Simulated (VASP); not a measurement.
Wanted: the native input for a VASP 6.6.1 run.

```
Task                   : single point
Functional             : r2SCAN
Potentials or basis    : VASP PAW PBE potentials, release 64 (Al)
Cutoff                 : 520 eV
k mesh                 : 18 × 18 × 18
Occupations            : gaussian, width 0.05 eV
Spin                   : no spin polarisation
Dipole correction      : no
Further INCAR settings : ALGO = Normal; EDIFF = 1e-06; NBANDS = 8
```

Al:

```
Al
1.0
     0.00000    1.99565    1.99565
     1.99565    0.00000    1.99565
     1.99565    1.99565    0.00000
Al
1
Cartesian
  0.0000 0.0000 0.0000
```

These files were run (other wordings do the same):

POSCAR

```
Al
1.0
    0.0000000000      1.9956450439      1.9956450439
    1.9956450439      0.0000000000      1.9956450439
    1.9956450439      1.9956450439      0.0000000000
Al
1
Direct
    0.0000000000      0.0000000000      0.0000000000
```

INCAR.step1

```
ALGO = Normal ; EDIFF = 1E-4
ENCUT = 520 ; GGA = PE
ISMEAR = 0 ; LASPH = T
LCHARG = F ; LREAL = F
LWAVE = T ; NBANDS = 8
NELM = 100 ; PREC = Accurate
SIGMA = 0.05
```

INCAR.step2

```
ALGO = Normal ; EDIFF = 1E-6
ENCUT = 520 ; ISIF = 2
ISMEAR = 0 ; ISTART = 1
LASPH = T ; LCHARG = T
LELF = T ; LMIXTAU = T
LREAL = F ; LVHAR = T
LWAVE = F ; METAGGA = R2SCAN
NBANDS = 8 ; NELM = 100
PREC = Accurate ; SIGMA = 0.05
```

KPOINTS

```
k-points
0
Gamma
  18 18 18
```

Potentials or basis: VASP PAW PBE potentials, release 64 (Al).

Command:

```console
$ cat potpaw_PBE.64/Al/POTCAR > POTCAR
$ cp INCAR.step1 INCAR
$ mpirun -np 1 vasp_std > vasp.out
$ cp INCAR.step2 INCAR
$ mpirun -np 1 vasp_std > vasp.out
```

It gave:

* Pressure: -0.3 GPa

Caveat: the PAW data sets were made with another functional, which shifts forces and pressure a little.

Wall time 91 s on 1 thread of AMD EPYC 7R13 Processor (Zen 3), on a shared host, peak memory 0.12 GiB.
